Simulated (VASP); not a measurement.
# AlN (Fm-3m) in VASP: vibrations by perturbation theory with PBE

Aim: the vibrations by perturbation theory of AlN with PBE.

The COD entry that gives the cell may itself be a prediction, so a difference from it is no test against experiment.

Program: VASP 6.6.1. These are calculated values, not measurements. Logs are shortened: lines on timing, memory, paths and dates and some standing lists are left out, and cuts for length are marked.

## Step 1: The cell of the first run

The structure is cubic, space group Fm-3m (No. 225). Conventional cell: a = 3.938 Å, b = 3.938 Å, c = 3.938 Å, α = 90.00°, β = 90.00°, γ = 90.00°. Al (site symmetry m-3m) has 6 N at 1.97 Å within 2.6 Å. Within 2.6 Å of N (site symmetry m-3m) lie 6 Al at 1.97 Å.

## Step 2: Vibrations by perturbation theory, PBE

File INCAR:

```
ALGO     = Normal         # electronic algorithm
EDIFF    = 1E-8           # SCF threshold, eV
ENCUT    = 600            # plane-wave cutoff, eV
GGA      = PE             # functional
GGA_COMPAT= F            
IBRION   = 8              # ionic algorithm
ISIF     = 2              # what is computed and relaxed
ISMEAR   = 0              # smearing method
LASPH    = T              # aspherical terms in the spheres
LCHARG   = F              # write CHGCAR
LREAL    = F              # projectors in reciprocal space
LWAVE    = F              # write WAVECAR
NELM     = 120            # most SCF steps
NSW      = 1              # ionic steps
PREC     = Accurate       # precision mode
SIGMA    = 0.01           # smearing width, eV
```

File KPOINTS:

```
k-points
0
Gamma
  4 4 4
```

File POSCAR:

```
AlN
1.0
    0.0000000000      1.9690000000      1.9690000000
    1.9690000000      0.0000000000      1.9690000000
    1.9690000000      1.9690000000      0.0000000000
Al N
1 1
Direct
    0.0000000000      0.0000000000      0.0000000000
    0.5000000000      0.5000000000      0.5000000000
```

Potentials or basis: VASP PAW PBE potentials, release 64 (Al, N).

Command:

```bash
$ cat potpaw_PBE.64/Al/POTCAR potpaw_PBE.64/N/POTCAR > POTCAR
$ mpirun -np 1 vasp_std > vasp.out
```

OUTCAR:

```text
EDIFF = 1E-8
   ENCUT = 600
   GGA = PE
   IBRION = 8
   ISIF = 2
   ISMEAR = 0
   LASPH = T
   LREAL = F
   NELM = 120
   NSW = 1
   PREC = Accurate

 ion  position               nearest neighbor table
   1  0.000  0.000  0.000-   2 1.97   2 1.97   2 1.97   2 1.97   2 1.97   2 1.97
   2  0.500  0.500  0.500-   1 1.97   1 1.97   1 1.97   1 1.97   1 1.97   1 1.97

  LATTYP: Found a face centered cubic cell.
 ALAT       =     3.9380000000

  Lattice vectors:

 A1 = (   0.0000000000,   1.9690000000,   1.9690000000)
 A2 = (   1.9690000000,   0.0000000000,   1.9690000000)
 A3 = (   1.9690000000,   1.9690000000,   0.0000000000)

Analysis of symmetry for initial positions (statically):
=====================================================================
 Subroutine PRICEL returns:
 Original cell was already a primitive cell.

 Routine SETGRP: Setting up the symmetry group for a
 face centered cubic supercell.

 Subroutine GETGRP returns: Found 48 space group operations
 (whereof 48 operations were pure point group operations)
 out of a pool of 48 trial point group operations.

The static configuration has the point symmetry O_h .

Analysis of symmetry for dynamics (positions and initial velocities):
=====================================================================
 Subroutine PRICEL returns:
 Original cell was already a primitive cell.

 Routine SETGRP: Setting up the symmetry group for a
 face centered cubic supercell.

 Subroutine GETGRP returns: Found 48 space group operations
 (whereof 48 operations were pure point group operations)
 out of a pool of 48 trial point group operations.

The dynamic configuration has the point symmetry O_h .

 Subroutine INISYM returns: Found 48 space group operations
 (whereof 48 operations are pure point group operations),
 and found     1 'primitive' translations

----------------------------------------------------------------------------------------

                                     Primitive cell

  volume of cell :      15.2675

  direct lattice vectors                    reciprocal lattice vectors
     0.000000000  1.969000000  1.969000000    -0.253936008  0.253936008  0.253936008
     1.969000000  0.000000000  1.969000000     0.253936008 -0.253936008  0.253936008
     1.969000000  1.969000000  0.000000000     0.253936008  0.253936008 -0.253936008

  length of vectors
     2.784586504  2.784586504  2.784586504     0.439830068  0.439830068  0.439830068

  position of ions in fractional coordinates (direct lattice)
     0.000000000  0.000000000  0.000000000
     0.500000000  0.500000000  0.500000000

  ion indices of the primitive-cell ions
   primitive index   ion index
                 1           1
                 2           2

----------------------------------------------------------------------------------------

 KPOINTS: k-points

Automatic generation of k-mesh.
 Grid dimensions read from file:
 generate k-points for:    4    4    4

 Generating k-lattice:

  Cartesian coordinates                     Fractional coordinates (reciprocal lattice)
    -0.063484002  0.063484002  0.063484002     0.250000000  0.000000000  0.000000000
     0.063484002 -0.063484002  0.063484002     0.000000000  0.250000000  0.000000000
     0.063484002  0.063484002 -0.063484002     0.000000000  0.000000000  0.250000000
[... 64 lines left out ...]
   LORBIT       =      0    0 simple, 1 ext, 2 COOP (PROOUT), +10 PAW based schemes
   GGA     = PE    functional components
   LHFCALC =     F    Hartree Fock is set to
   AEXX    =    0.0000 exact exchange contribution
   IVDW    =     0    specifies the selected vdW correction
   LEPSILON=     F    determine dielectric tensor
   LRPA    =     F    only Hartree local field effects (RPA)
 non-spin polarized calculation
 Gauss-broadening in eV      SIGMA  =   0.01
  energy-cutoff  :      600.00
  volume of cell :       15.27
 maximum number of plane-waves:       531
 NGX is ok and might be reduce to    24
   NGX = 11   NGY = 11   NGZ = 11

--------------------------------------- Ionic step        1  -------------------------------------------

 number of electron       8.0000000 magnetization

 Free energy of the ion-electron system (eV)
  ---------------------------------------------------
  ext. energy  EPLUGINS =         0.00000000
  ---------------------------------------------------
  free energy    TOTEN  =       -14.32550150 eV

  energy without entropy =      -14.32550150  energy(sigma->0) =      -14.32550150

 E-fermi :  11.2098     XC(G=0): -12.6526

 val. band max:       11.0774529169   @ k =   0.0000   0.0000   0.0000
 cond. band min:      16.1877198746   @ k =   0.5000   0.5000   0.0000
 fundamental gap:      5.1102669576
 Fermi energy:        11.2098254016

 k-point     1 :       0.0000    0.0000    0.0000
  band No.  band energies     occupation
      1      -7.2392      2.00000
      2      11.0775      2.00000
      3      11.0775      2.00000
      4      11.0775      2.00000
      5      17.9305      0.00000
      6      23.4477      0.00000
      7      23.4477      0.00000
      8      23.4477      0.00000
[... 67 lines left out ...]
 k-point     8 :      -0.2500    0.5000    0.2500
  band No.  band energies     occupation
      1      -2.3583      2.00000
      2       4.9019      2.00000
      3       4.9019      2.00000
      4       6.9317      2.00000
      5      20.0067      0.00000
      6      22.2096      0.00000
      7      22.2096      0.00000
      8      24.2878      0.00000

------------------------ aborting loop because EDIFF is reached ----------------------------------------

  FORCE on cell =-STRESS in cart. coord.  units (eV):
  Direction    XX          YY          ZZ          XY          YZ          ZX
  --------------------------------------------------------------------------------------
  -------------------------------------------------------------------------------------
  Total        2.8804147      2.8804147      2.8804147      0.0000000      0.0000000     -0.0000000
  in kB      302.2723711    302.2723711    302.2723711      0.0000000      0.0000000     -0.0000000
  external PRESSURE =     302.2723711 kB  Pullay stress =       0.0000000 kB

 VOLUME and BASIS-vectors are now :
 -----------------------------------------------------------------------------
  energy-cutoff  :      600.00
  volume of cell :       15.27
      direct lattice vectors                 reciprocal lattice vectors
     0.000000000  1.969000000  1.969000000    -0.253936008  0.253936008  0.253936008
     1.969000000  0.000000000  1.969000000     0.253936008 -0.253936008  0.253936008
     1.969000000  1.969000000  0.000000000     0.253936008  0.253936008 -0.253936008

 POSITION                                       TOTAL-FORCE (eV/Angst)
 -----------------------------------------------------------------------------------
      0.00000      0.00000      0.00000        -0.000000     -0.000000     -0.000000
      1.96900      1.96900      1.96900         0.000000      0.000000      0.000000
 -----------------------------------------------------------------------------------
    total drift:                               -0.000000     -0.000000      0.000000

  FREE ENERGIE OF THE ION-ELECTRON SYSTEM (eV)
  ---------------------------------------------------
  free  energy   TOTEN  =       -14.3255015038 eV

  energy  without entropy=      -14.3255015038  energy(sigma->0) =      -14.32550150

[... ionic steps 2 to 3 ...]

--------------------------------------- Ionic step        4  -------------------------------------------

------------------------ aborting loop because EDIFF is reached ----------------------------------------

[... ionic steps 5 to 6 ...]

--------------------------------------- Ionic step        7  -------------------------------------------

 Free energy of the ion-electron system (eV)
  ---------------------------------------------------
  ---------------------------------------------------
  free energy    TOTEN  =        -0.23996967 eV

  energy without entropy =       -0.23996967

------------------------ aborting loop because EDIFF is reached ----------------------------------------

 INTERNAL STRAIN TENSOR  FOR ION    2  DIRECTION 1   (eV/Angst):
 -----------------------------------------------------------------------------
    -0.02691 -0.00000  0.00000
     0.00000  0.01355 -0.00000
     0.00000 -0.00000  0.01355

 INTERNAL STRAIN TENSOR FOR ION    2 for displacements in x,y,z  (eV/Angst):
          X           Y           Z          XY          YZ          ZX
  --------------------------------------------------------------------------------
  x     0.00000     0.00000     0.00000     0.00000     0.00000     0.00000
  y     0.00000     0.00000     0.00000     0.00000     0.00000     0.00000
  z     0.00000     0.00000     0.00000     0.00000     0.00000     0.00000

 SECOND DERIVATIVES (NOT SYMMETRIZED)
 ------------------------------------
               1X          1Y          1Z          2X          2Y          2Z
  1X   -10.543308    0.000000    0.000000   10.543308    0.000000    0.000000
  1Y     0.000000  -10.543308    0.000000    0.000000   10.543308    0.000000
  1Z     0.000000    0.000000  -10.543308    0.000000    0.000000   10.543308
  2X    10.541905    0.000000    0.000000  -10.541905    0.000000    0.000000
  2Y     0.000000   10.541905    0.000000    0.000000  -10.541905    0.000000
  2Z     0.000000    0.000000   10.541905    0.000000    0.000000  -10.541905

 Eigenvectors and eigenvalues of the dynamical matrix
 ----------------------------------------------------

   1 f  =   16.718918 THz   105.048061 2PiTHz  557.683080 cm-1    69.143858 meV
             X         Y         Z           dx          dy          dz
      0.000000  0.000000  0.000000    -0.584524    0.000000    0.000000
      1.969000  1.969000  1.969000     0.811377    0.000000    0.000000
[... 21 lines left out ...]
   6 f/i=    0.000528 THz     0.003316 2PiTHz    0.017602 cm-1     0.002182 meV
             X         Y         Z           dx          dy          dz
      0.000000  0.000000  0.000000     0.000000    0.000000    0.811377
      1.969000  1.969000  1.969000     0.000000    0.000000    0.584524

--------------------------------------------------------------------------------------------------------

 ELASTIC MODULI CONTR FROM IONIC RELAXATION (kBar)
 Direction    XX          YY          ZZ          XY          YZ          ZX
 --------------------------------------------------------------------------------
 XX           0.0000      0.0000      0.0000      0.0000      0.0000      0.0000
 YY           0.0000      0.0000      0.0000      0.0000      0.0000      0.0000
 ZZ           0.0000      0.0000      0.0000      0.0000      0.0000      0.0000
 XY           0.0000      0.0000      0.0000      0.0000      0.0000      0.0000
 YZ           0.0000      0.0000      0.0000      0.0000      0.0000      0.0000
 ZX           0.0000      0.0000      0.0000      0.0000      0.0000      0.0000
 --------------------------------------------------------------------------------
```

Wall time 12 s (1 thread of AMD EPYC 9R45 (Zen 5), shared host); peak memory 0.11 GiB.

Results:

* Highest phonon frequency at Γ, LO-TO splitting left out: 558 cm⁻¹

Phonon frequencies in cm⁻¹ (negative: imaginary):
| q point | frequencies |
| --- | --- |
| (0.000, 0.000, 0.000) | 0 0 0 558 558 558 |

Caveat: the k points lie up to 0.69 Å⁻¹ apart; the cell wasn't relaxed at this level first, which shifts response properties.
